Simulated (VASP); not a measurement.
# Zr3Ag: electric field gradients with LDA

Zr3Ag:

```xyz
4
Lattice="4.5660 0.0000 0.0000 0.0000 4.5660 0.0000 0.0000 0.0000 3.9860" Properties=species:S:1:pos:R:3 pbc="T T T"
Zr    2.2830    2.2830    0.0000
Zr    0.0000    2.2830    1.9930
Zr    2.2830    0.0000    1.9930
Ag    0.0000    0.0000    0.0000
```

| Quantity | Value |
| --- | --- |
| Program | VASP 6.6.1 |
| Task | electric field gradients |
| Functional | LDA |
| Potentials or basis | VASP PAW LDA potentials, release 64 (Zr_sv, Ag) |
| Cutoff | 520 eV |
| k mesh | 7 × 7 × 8 |
| Occupations | fermi-dirac, width 0.05 eV |
| Spin | no spin polarisation |
| Dipole correction | no |
| Further INCAR settings | ALGO = Normal; EDIFF = 1e-08; NBANDS = 32 |

The pressure is -4.8 GPa. The band gap on the k mesh is zero (an odd number of electrons rules out a gap without spin polarisation) and the largest electric field gradient by atom is Zr -12.6, +39.3 (each value once); Ag +7.4 V/Å².

Stress tensor (GPa, compression positive):
```
-5.66  0.00  0.00
 0.00 -5.66  0.00
 0.00  0.00 -3.17
```

Levels at points of the mesh, in eV from the Fermi level:
```csv
k point,band 22,band 23,band 24,band 25,band 26,band 27
"(0.00, 0.00, 0.00)",-0.87,-0.84,-0.19,2.17,2.17,3.25
"(0.00, 0.00, 0.50)",-0.90,-0.85,0.88,0.91,0.91,2.24
```

Electric field gradients, principal values (V/Å²):
| atom | least | middle | greatest (by size) |
| --- | --- | --- | --- |
| 1 Zr | 6.316 | 6.316 | -12.632 |
| 2 Zr | -16.831 | -22.469 | 39.300 |
| 3 Zr | -16.831 | -22.469 | 39.300 |
| 4 Ag | -3.702 | -3.702 | 7.403 |

Wall time 98 s on 1 thread of Intel(R) Xeon(R) Platinum 8488C (Sapphire Rapids), with other jobs on the host, peak memory 0.24 GiB.

Caveat: the cell stands under tension; without QUAD_EFG the Cq values of the log hold for a quadrupole moment of 1 mb, not for the nuclei.
